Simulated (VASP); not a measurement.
Set up this calculation in VASP 6.6.1, as the native input.

| Property | Result |
| --- | --- |
| Task | single point |
| Functional | PBE |
| Potentials or basis | VASP PAW PBE potentials, release 64 (Ga_d, O) |
| Cutoff | 520 eV |
| k mesh | 22 × 22 × 22 |
| Occupations | gaussian, width 0.1 eV |
| Spin | no spin polarisation |
| Dipole correction | no |
| Further INCAR settings | ALGO = Normal; EDIFF = 1e-06; NBANDS = 24 |

The structure of GaO3 lies in POSCAR:

```
GaO3
1.0
   -1.3959608919      1.3959608919      4.7071714836
    1.3959608919     -1.3959608919      4.7071714836
    1.3959608919      1.3959608919     -4.7071714836
Ga O
1 3
Direct
    0.0000000000      0.0000000000      0.0000000000
    0.5000000000      0.5000000000      0.0000000000
    0.2500000000      0.7500000000      0.5000000000
    0.7500000000      0.2500000000      0.5000000000
```

The input as run:

INCAR

```
SYSTEM = GaO3
  ALGO = Normal
  EDIFF = 1E-6
  ENCUT = 520
  GGA = PE
  ISIF = 2
  ISMEAR = 0
  LASPH = .TRUE.
  LCHARG = .FALSE.
  LREAL = .FALSE.
  LWAVE = .FALSE.
  NBANDS = 24
  NELM = 100
  PREC = Accurate
  SIGMA = 0.1
```

KPOINTS

```
k-points
0
G
  22 22 22
  0 0 0
```

Potentials or basis: VASP PAW PBE potentials, release 64 (Ga_d, O).

Command:

```bash
$ cat potpaw_PBE.64/Ga_d/POTCAR potpaw_PBE.64/O/POTCAR > POTCAR
$ mpirun -np 1 vasp_std > vasp.out
```

It gave:

```json
{
 "Pressure": "0.6 GPa",
 "Band gap on the k mesh": "zero (an odd number of electrons rules out a gap without spin polarisation)"
}
```

Caveat: an odd number of electrons without spin polarisation forces a metal; a magnetic or distorted state may lie lower.

Run time: 34 min on 1 thread of Intel Xeon 8259CL, with other jobs on the host, peak memory 0.74 GiB.
